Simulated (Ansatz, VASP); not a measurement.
Two plane-wave programs on MgO

```
CELL_PARAMETERS angstrom
0.00000 2.10217 2.03910
2.10217 0.00000 2.03910
2.10217 2.10217 0.00000
ATOMIC_POSITIONS crystal
Mg 0.00000 0.00000 0.00000
O 0.50000 0.50000 0.50000
```

Change from the starting cell: uniaxial_z strain -3.0%.

Alike in both runs: task single point; functional r2SCAN; k mesh 10 × 10 × 10; no spin polarisation.

```csv
,VASP,Ansatz
version,VASP 6.6.1,Ansatz 0.2.0
potentials or method,"VASP PAW PBE potentials, release 64 (Mg_sv, O)","plane waves, PAW"
plane-wave cutoff (eV),920,500
occupations,"gaussian, width 0.01 eV",fixed
valence electrons in the cell,16,16
```

Ansatz gave:

```
gap on the k mesh at the Fermi level (eV)                     : 5.97
pressure (GPa)                                                : 5.8
traceless stress, the component that is largest in VASP (GPa) : 5.49
```

Q: Estimate VASP's values.

A: gap on the k mesh at the Fermi level (eV): 5.99; pressure (GPa): 6.2; traceless stress, the component that is largest in VASP (GPa): 5.71.

VASP's potentials were made for PBE, not for r2SCAN.
